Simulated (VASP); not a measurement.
# CuB6 (Fm-3m) in VASP: a series of runs

CuB6 is run at these levels: PBE; tasks: single point, relaxation of cell and atoms.

Program: VASP 6.6.1. These are calculated values, not measurements. Logs are shortened: lines on timing, memory, paths and dates and some standing lists are left out, and cuts for length are marked.

## (1) The cell of the first run

The structure is cubic, space group Fm-3m (No. 225). The conventional cell has a = 5.921 Å, b = 5.921 Å, c = 5.921 Å, α = 90.00°, β = 90.00°, γ = 90.00°. Within 2.8 Å of Cu (site symmetry m-3m) lie 12 B at 2.09 Å. B (site symmetry mmm) has 2 Cu at 2.09 Å and 8 B at 2.09 Å within 2.8 Å.

## (2) Single point, PBE

The input, INCAR:

```
PREC = Accurate ; ENCUT = 520
EDIFF = 1E-6 ; ISMEAR = 0
SIGMA = 0.1 ; LREAL = F
LASPH = T ; NELM = 100
ALGO = Normal ; ISIF = 2
LWAVE = F ; LCHARG = F
GGA = PE ; NBANDS = 24
```

The input, KPOINTS:

```
regular mesh
0
Gamma
  12 12 12
```

The input, POSCAR:

```
CuB6
1.0
    0.0000000000      2.9604724759      2.9604724759
    2.9604724759      0.0000000000      2.9604724759
    2.9604724759      2.9604724759      0.0000000000
Cu B
1 6
Direct
    0.0000000000      0.0000000000      0.0000000000
    0.5000000000      0.5000000000      0.0000000000
    0.5000000000      0.0000000000      0.5000000000
    0.0000000000      0.0000000000      0.5000000000
    0.0000000000      0.5000000000      0.0000000000
    0.0000000000      0.5000000000      0.5000000000
    0.5000000000      0.0000000000      0.0000000000
```

Potentials or basis: VASP PAW PBE potentials, release 64 (Cu, B).

On the command line:

```bash
$ cat potpaw_PBE.64/Cu/POTCAR potpaw_PBE.64/B/POTCAR > POTCAR
$ mpirun -np 1 vasp_std > vasp.out
```

OUTCAR:

```text
PREC = Accurate
   ENCUT = 520
   EDIFF = 1E-6
   ISMEAR = 0
   LREAL = F
   LASPH = T
   NELM = 100
   ISIF = 2
   GGA = PE

 ion  position               nearest neighbor table
   1  0.000  0.000  0.000-   4 2.09   5 2.09   7 2.09   3 2.09   4 2.09   6 2.09   2 2.09   5 2.09
                             6 2.09   2 2.09   3 2.09   7 2.09
   2  0.500  0.500  0.000-   5 2.09   7 2.09   3 2.09   6 2.09   1 2.09   3 2.09   7 2.09   1 2.09
                             5 2.09   6 2.09
   3  0.500  0.000  0.500-   4 2.09   7 2.09   1 2.09   2 2.09   7 2.09   2 2.09   6 2.09   1 2.09
                             4 2.09   6 2.09
   4  0.000  0.000  0.500-   1 2.09   3 2.09   6 2.09   1 2.09   5 2.09   7 2.09   5 2.09   6 2.09
                             3 2.09   7 2.09
   5  0.000  0.500  0.000-   1 2.09   2 2.09   6 2.09   4 2.09   6 2.09   1 2.09   4 2.09   7 2.09
                             2 2.09   7 2.09
   6  0.000  0.500  0.500-   4 2.09   5 2.09   1 2.09   2 2.09   5 2.09   1 2.09   3 2.09   4 2.09
                             2 2.09   3 2.09
   7  0.500  0.000  0.000-   1 2.09   2 2.09   3 2.09   3 2.09   4 2.09   2 2.09   5 2.09   1 2.09
                             4 2.09   5 2.09

  LATTYP: Found a face centered cubic cell.
 ALAT       =     5.9209449518

  Lattice vectors:

 A1 = (   0.0000000000,   2.9604724759,   2.9604724759)
 A2 = (   2.9604724759,   0.0000000000,   2.9604724759)
 A3 = (   2.9604724759,   2.9604724759,   0.0000000000)

Analysis of symmetry for initial positions (statically):
=====================================================================
 Subroutine PRICEL returns:
 Original cell was already a primitive cell.

 Routine SETGRP: Setting up the symmetry group for a
 face centered cubic supercell.

 Subroutine GETGRP returns: Found 48 space group operations
 (whereof 48 operations were pure point group operations)
 out of a pool of 48 trial point group operations.

The static configuration has the point symmetry O_h .

Analysis of symmetry for dynamics (positions and initial velocities):
=====================================================================
 Subroutine PRICEL returns:
 Original cell was already a primitive cell.

 Routine SETGRP: Setting up the symmetry group for a
 face centered cubic supercell.

 Subroutine GETGRP returns: Found 48 space group operations
 (whereof 48 operations were pure point group operations)
 out of a pool of 48 trial point group operations.

The dynamic configuration has the point symmetry O_h .

 Subroutine INISYM returns: Found 48 space group operations
 (whereof 48 operations are pure point group operations),
 and found     1 'primitive' translations

----------------------------------------------------------------------------------------

                                     Primitive cell

  volume of cell :      51.8935

  direct lattice vectors                    reciprocal lattice vectors
     0.000000000  2.960472476  2.960472476    -0.168891960  0.168891960  0.168891960
     2.960472476  0.000000000  2.960472476     0.168891960 -0.168891960  0.168891960
     2.960472476  2.960472476  0.000000000     0.168891960  0.168891960 -0.168891960

  length of vectors
     4.186740326  4.186740326  4.186740326     0.292529456  0.292529456  0.292529456

  position of ions in fractional coordinates (direct lattice)
     0.000000000  0.000000000  0.000000000
     0.500000000  0.500000000  0.000000000
     0.500000000  0.000000000  0.500000000
     0.000000000  0.000000000  0.500000000
     0.000000000  0.500000000  0.000000000
     0.000000000  0.500000000  0.500000000
     0.500000000  0.000000000  0.000000000

  ion indices of the primitive-cell ions
   primitive index   ion index
                 1           1
                 2           2
                 3           3
                 4           4
                 5           5
                 6           6
                 7           7

----------------------------------------------------------------------------------------

 KPOINTS: regular mesh

Automatic generation of k-mesh.
 Grid dimensions read from file:
 generate k-points for:   12   12   12

 Generating k-lattice:

  Cartesian coordinates                     Fractional coordinates (reciprocal lattice)
    -0.014074330  0.014074330  0.014074330     0.083333333  0.000000000  0.000000000
     0.014074330 -0.014074330  0.014074330     0.000000000  0.083333333  0.000000000
     0.014074330  0.014074330 -0.014074330     0.000000000  0.000000000  0.083333333

  Length of vectors
     0.024377455  0.024377455  0.024377455

  Shift w.r.t. Gamma in fractional coordinates (k-lattice)
     0.000000000  0.000000000  0.000000000

 Subroutine IBZKPT returns following result:
 ===========================================

 Found     72 irreducible k-points:

 Following reciprocal coordinates:
            Coordinates               Weight
  0.000000  0.000000  0.000000      1.000000
  0.083333  0.000000  0.000000      8.000000
  0.166667  0.000000  0.000000      8.000000
  0.250000  0.000000  0.000000      8.000000
  0.333333  0.000000  0.000000      8.000000
  0.416667  0.000000  0.000000      8.000000
[... 16 lines left out ...]
  0.500000  0.166667  0.000000     24.000000
 -0.416667  0.166667  0.000000     24.000000
 [... further k-points ...]
   k-points           NKPTS =     72   k-points in BZ     NKDIM =     72   number of bands    NBANDS=     24
   number of dos      NEDOS =    301   number of ions     NIONS =      7
   total plane-waves  NPLWV =  32768
   dimension x,y,z NGX =    32 NGY =   32 NGZ =   32
   dimension x,y,z NGXF=    64 NGYF=   64 NGZF=   64
   ions per type =               1   6
   NGX,Y,Z   is equivalent  to a cutoff of  12.71, 12.71, 12.71 a.u.
   NGXF,Y,Z  is equivalent  to a cutoff of  25.41, 25.41, 25.41 a.u.
 SYSTEM =  unknown system
   PREC   = accura    normal or accurate (medium, high low for compatibility)
   ISTART =      0    job   : 0-new  1-cont  2-samecut
   ICHARG =      2    charge: 1-file 2-atom 10-const
   ISPIN  =      1    spin polarized calculation?
   LNONCOLLINEAR =      F non collinear calculations
   LSORBIT =      F    spin-orbit coupling
   LASPH  =      T    aspherical Exc in radial PAW
   ENCUT  =  520.0 eV  38.22 Ry    6.18 a.u.   7.78  7.78  7.78*2*pi/ulx,y,z
   NELM   =    100;   NELMIN=  2; NELMDL= -5     # of ELM steps
   EDIFF  = 0.1E-05   stopping-criterion for ELM
   LREAL  =      F    real-space projection
   EDIFFG = 0.1E-04   stopping-criterion for IOM
   NSW    =      0    number of steps for IOM
   IBRION =     -1    ionic relax: 0-MD 1-quasi-New 2-CG
   NFREE  =      0    steps in history (QN), initial steepest desc. (CG)
   ISIF   =      2    stress and relaxation
   ISYM   =      2    0-nonsym 1-usesym 2-fastsym
   POTIM  = 0.5000    time-step for ionic-motion
   TEBEG  =    0.0;   TEEND  =   0.0 temperature during run
   PSTRESS=    0.0 pullay stress
   NELECT =      29.0000    total number of electrons
   NUPDOWN=      -1.0000    fix difference up-down
   EMIN   =  10.00;   EMAX   =-10.00  energy-range for DOS
   EFERMI =   0.00;   METHOD = LEGACY
   ISMEAR =     0;   SIGMA  =   0.10  broadening in eV -4-tet -1-fermi 0-gaus
   EFERMI_NEDOS =   21; number of points for ismear=-14 and -15
   IALGO  =     38    algorithm
   IMIX   =      4    mixing-type and parameters
     AMIX     =   0.40;   BMIX     =  1.00
     AMIX_MAG =   1.60;   BMIX_MAG =  1.00
  volume/ion in A,a.u.               =       7.41        50.03
  Fermi-wavevector in a.u.,A,eV,Ry     =   1.348455  2.548211 24.739895  1.818331
  Thomas-Fermi vector in A             =   2.476123
   LORBIT       =      0    0 simple, 1 ext, 2 COOP (PROOUT), +10 PAW based schemes
   GGA     = PE    functional components
   LHFCALC =     F    Hartree Fock is set to
   AEXX    =    0.0000 exact exchange contribution
   IVDW    =     0    specifies the selected vdW correction
   LEPSILON=     F    determine dielectric tensor
   LRPA    =     F    only Hartree local field effects (RPA)
 non-spin polarized calculation
 Gauss-broadening in eV      SIGMA  =   0.10
  energy-cutoff  :      520.00
  volume of cell :       51.89
 maximum number of plane-waves:      1411
   NGX = 15   NGY = 15   NGZ = 15

 number of electron      28.9999990 magnetization

 Free energy of the ion-electron system (eV)
  ---------------------------------------------------
  ext. energy  EPLUGINS =         0.00000000
  ---------------------------------------------------
  free energy    TOTEN  =       -35.67588473 eV

  energy without entropy =      -35.66832933  energy(sigma->0) =      -35.67210703

 E-fermi :   8.3803     XC(G=0): -12.4465

 val. band max:        8.3723600178   @ k =   0.4167   0.1667   0.0833
 cond. band min:       8.3815578513   @ k =   0.3333   0.2500   0.0833
 fundamental gap:      0.0091978335
 Fermi energy:         8.3803063607

 k-point     1 :       0.0000    0.0000    0.0000
  band No.  band energies     occupation
      1      -7.6461      2.00000
      2      -0.0040      2.00000
      3       0.9269      2.00000
      4       0.9269      2.00000
      5       0.9269      2.00000
      6       1.9544      2.00000
[... 16 lines left out ...]
     23      14.6993      0.00000
     24      19.2483      0.00000

 k-point     2 :       0.0833    0.0000    0.0000
  band No.  band energies     occupation
      1      -7.5729      2.00000
      2      -0.4540      2.00000
      3       0.9033      2.00000
      4       0.9033      2.00000
      5       1.2035      2.00000
      6       1.8013      2.00000
[... 16 lines left out ...]
     23      14.7683      0.00000
     24      18.7830      0.00000
[... 565 lines left out ...]
     23      15.8232      0.00000
     24      17.2853      0.00000

 k-point    24 :      -0.4167    0.1667    0.0000
  band No.  band energies     occupation
      1      -5.2127      2.00000
      2      -4.4272      2.00000
      3      -1.2042      2.00000
      4      -0.0342      2.00000
      5       0.4277      2.00000
      6       1.4518      2.00000
[... 16 lines left out ...]
     23      16.5117      0.00000
     24      16.5239      0.00000

 [... further k-points ...]

------------------------ aborting loop because EDIFF is reached ----------------------------------------

  FORCE on cell =-STRESS in cart. coord.  units (eV):
  Direction    XX          YY          ZZ          XY          YZ          ZX
  --------------------------------------------------------------------------------------
  -------------------------------------------------------------------------------------
  Total       -0.0934223     -0.0934223     -0.0934223      0.0000000      0.0000000      0.0000000
  in kB       -2.8843494     -2.8843494     -2.8843494      0.0000000      0.0000000      0.0000000
  external PRESSURE =      -2.8843494 kB  Pullay stress =       0.0000000 kB

 VOLUME and BASIS-vectors are now :
 -----------------------------------------------------------------------------
  energy-cutoff  :      520.00
  volume of cell :       51.89
      direct lattice vectors                 reciprocal lattice vectors
     0.000000000  2.960472476  2.960472476    -0.168891960  0.168891960  0.168891960
     2.960472476  0.000000000  2.960472476     0.168891960 -0.168891960  0.168891960
     2.960472476  2.960472476  0.000000000     0.168891960  0.168891960 -0.168891960

 POSITION                                       TOTAL-FORCE (eV/Angst)
 -----------------------------------------------------------------------------------
      0.00000      0.00000      0.00000         0.000000     -0.000000      0.000000
      1.48024      1.48024      2.96047         0.000000     -0.000000      0.000000
      1.48024      2.96047      1.48024        -0.000000     -0.000000      0.000000
      1.48024      1.48024      0.00000         0.000000     -0.000000      0.000000
      1.48024      0.00000      1.48024        -0.000000     -0.000000      0.000000
      2.96047      1.48024      1.48024         0.000000      0.000000     -0.000000
      0.00000      1.48024      1.48024         0.000000      0.000000     -0.000000
 -----------------------------------------------------------------------------------
    total drift:                               -0.000000     -0.000000     -0.000000

  FREE ENERGIE OF THE ION-ELECTRON SYSTEM (eV)
  ---------------------------------------------------
  free  energy   TOTEN  =       -35.6758847268 eV

  energy  without entropy=      -35.6683293339  energy(sigma->0) =      -35.67210703
```

Run time: 2.5 min. Hardware: 1 thread of AMD EPYC 7R43 (Zen 3), shared host; peak memory 0.18 GiB.

What came out:

```yaml
Free_energy: -35.6759 eV
Pressure: -0.3 GPa
```

## (3) Relaxation of cell and atoms, PBE

This run uses another cell than the first one, of 7.44 Å³/atom, 1.003 times its volume.

The input, INCAR:

```
SYSTEM = CuB6
ALGO = Normal
EDIFF = 1E-7
EDIFFG = -0.01
ENCUT = 600
GGA = PE
IBRION = 2
ISIF = 3
ISMEAR = 0
LASPH = .True.
LCHARG = .False.
LREAL = .False.
LWAVE = .False.
NELM = 100
NSW = 100
PREC = Accurate
SIGMA = 0.1
```

The input, KPOINTS:

```
k-points
0
Gamma
  12 12 12
  0 0 0
```

Edit POSCAR of step 2 so:

```diff
@@ -2,5 +2,5 @@
 1.0
-    0.0000000000      2.9604724759      2.9604724759
-    2.9604724759      0.0000000000      2.9604724759
-    2.9604724759      2.9604724759      0.0000000000
+    0.0000000000      2.9636637384      2.9636637384
+    2.9636637384      0.0000000000      2.9636637384
+    2.9636637384      2.9636637384      0.0000000000
 Cu B
```

Potentials or basis: VASP PAW PBE potentials, release 64 (Cu, B).

On the command line:

```bash
$ cat potpaw_PBE.64/Cu/POTCAR potpaw_PBE.64/B/POTCAR > POTCAR
$ mpirun -np 1 vasp_std > vasp.out
```

OUTCAR:

```text
SYSTEM = CuB6
   EDIFF = 1E-7
   EDIFFG = -0.01
   ENCUT = 600
   GGA = PE
   IBRION = 2
   ISIF = 3
   ISMEAR = 0
   LASPH = .True.
   LREAL = .False.
   NELM = 100
   NSW = 100
   PREC = Accurate

 ion  position               nearest neighbor table
   1  0.000  0.000  0.000-   4 2.10   5 2.10   7 2.10   3 2.10   4 2.10   6 2.10   2 2.10   5 2.10
                             6 2.10   2 2.10   3 2.10   7 2.10
   2  0.500  0.500  0.000-   5 2.10   7 2.10   3 2.10   6 2.10   1 2.10   3 2.10   7 2.10   1 2.10
                             5 2.10   6 2.10
   3  0.500  0.000  0.500-   4 2.10   7 2.10   1 2.10   2 2.10   7 2.10   2 2.10   6 2.10   1 2.10
                             4 2.10   6 2.10
   4  0.000  0.000  0.500-   1 2.10   3 2.10   6 2.10   1 2.10   5 2.10   7 2.10   5 2.10   6 2.10
                             3 2.10   7 2.10
   5  0.000  0.500  0.000-   1 2.10   2 2.10   6 2.10   4 2.10   6 2.10   1 2.10   4 2.10   7 2.10
                             2 2.10   7 2.10
[... 293 lines left out ...]

 val. band max:        8.3693417922   @ k =   0.4167   0.1667   0.0833
 cond. band min:       8.3783630556   @ k =   0.3333   0.2500   0.0833
 fundamental gap:      0.0090212634
 Fermi energy:         8.3773475747

 k-point     1 :       0.0000    0.0000    0.0000
  band No.  band energies     occupation
      1      -7.6464      2.00000
      2      -0.0052      2.00000
      3       0.9246      2.00000
      4       0.9246      2.00000
      5       0.9246      2.00000
      6       1.9529      2.00000
[... 481 lines left out ...]
      5       0.4260      2.00000
      6       1.4495      2.00000
[... 10 lines left out ...]
     17      11.4621      0.00000
     18      12.7058      0.00000

 [... further k-points ...]

------------------------ aborting loop because EDIFF is reached ----------------------------------------

  FORCE on cell =-STRESS in cart. coord.  units (eV):
  Direction    XX          YY          ZZ          XY          YZ          ZX
  --------------------------------------------------------------------------------------
  -------------------------------------------------------------------------------------
  Total        0.0027394      0.0027394      0.0027394     -0.0000000     -0.0000000      0.0000000
  in kB        0.0845623      0.0845623      0.0845623     -0.0000000     -0.0000000      0.0000000
  external PRESSURE =       0.0845623 kB  Pullay stress =       0.0000000 kB
[... 22 lines left out ...]
  FREE ENERGIE OF THE ION-ELECTRON SYSTEM (eV)
  ---------------------------------------------------
  free  energy   TOTEN  =       -35.6813922401 eV

  energy  without entropy=      -35.6738343101  energy(sigma->0) =      -35.67761328

 reached required accuracy - stopping structural energy minimisation
```

CONTCAR:

```text
CuB6
   1.00000000000000
     0.0000000000000000    2.9606417447835169    2.9606417447835169
     2.9606417447835169    0.0000000000000000    2.9606417447835169
     2.9606417447835169    2.9606417447835169   -0.0000000000000000
  Cu              B
     1     6
Direct
     0.0000000000000000    0.0000000000000000    0.0000000000000000
     0.5000000000000000    0.5000000000000000    0.0000000000000000
     0.5000000000000000    0.0000000000000000    0.5000000000000000
     0.0000000000000000    0.0000000000000000    0.5000000000000000
     0.0000000000000000    0.5000000000000000    0.0000000000000000
     0.0000000000000000    0.5000000000000000    0.5000000000000000
     0.5000000000000000    0.0000000000000000    0.0000000000000000

  0.00000000E+00  0.00000000E+00  0.00000000E+00
  0.00000000E+00  0.00000000E+00  0.00000000E+00
  0.00000000E+00  0.00000000E+00  0.00000000E+00
  0.00000000E+00  0.00000000E+00  0.00000000E+00
  0.00000000E+00  0.00000000E+00  0.00000000E+00
  0.00000000E+00  0.00000000E+00  0.00000000E+00
  0.00000000E+00  0.00000000E+00  0.00000000E+00
```

Wall time 6.9 min (1 thread of AMD EPYC 7R43 (Zen 3), shared host); peak memory 0.21 GiB.

Results:

* Free energy: -35.6814 eV
* Relaxed volume: 7.41 Å³/atom
* Relaxed cell: a = 4.187 Å, b = 4.187 Å, c = 4.187 Å, α = 60.00°, β = 60.00°, γ = 60.00°
* Space group after relaxing (to 0.05 Å): Fm-3m (No. 225)
* Energy gained by relaxing: 0.1 meV/atom
* Ionic steps: 3
* Pressure after relaxing: 0.0 GPa

The path:
| step | energy change (eV) | largest force (eV/Å) | pressure (GPa) | volume (Å³) |
| --- | --- | --- | --- | --- |
| 1 | 0.0000 | 0.0000 | -0.72 | 52.06 |
| 2 | -0.0002 | 0.0000 | 0.44 | 51.81 |
| 3 | -0.0004 | 0.0000 | 0.01 | 51.90 |

Final structure:
```
Cu B
1.0
     0.00000    2.96064    2.96064
     2.96064    0.00000    2.96064
     2.96064    2.96064    0.00000
Cu B
1 6
Cartesian
  0.0000 0.0000 0.0000
  1.4803 1.4803 2.9606
  1.4803 2.9606 1.4803
  1.4803 1.4803 0.0000
  1.4803 0.0000 1.4803
  2.9606 1.4803 1.4803
  0.0000 1.4803 1.4803
```

## (4) Single point, PBE

This run uses another cell than the first one, of 7.44 Å³/atom, 1.003 times its volume.

The input, INCAR:

```
PREC = Accurate
ENCUT = 520
EDIFF = 1E-6
ISMEAR = 0
SIGMA = 0.1
LREAL = F
LASPH = T
NELM = 100
ALGO = Normal
ISIF = 2
LWAVE = F
LCHARG = T
GGA = PE
LELF = T
LVHAR = T
NBANDS = 24
```

The input, KPOINTS:

```
regular mesh
0
Gamma
  6 6 6
```

POSCAR is that of step 3.

On the command line:

```bash
$ cat potpaw_PBE.64/Cu/POTCAR potpaw_PBE.64/B/POTCAR > POTCAR
$ mpirun -np 1 vasp_std > vasp.out
```

It took 49 s on 1 thread of AMD EPYC 7R43 (Zen 3), shared host; peak memory 0.14 GiB.

Results (log left out):

- Free energy: -35.6710 eV
- Pressure: -0.3 GPa

Levels at points of the mesh, in eV from the Fermi level:
```
           k point  band 12  band 13  band 14  band 15  band 16  band 17  band 18  band 19
(0.00, 0.00, 0.00)    -4.20    -4.20    -2.16    -2.16    -2.16     2.14     2.14     2.42
(0.50, 0.00, 0.00)    -3.45    -3.45     0.10     0.10     1.72     1.72     2.61     3.04
(0.50, 0.50, 0.00)    -0.76    -0.76     0.95     0.95     1.65     3.16     3.37     3.37
```

(Part 1 of 2 ends here.)
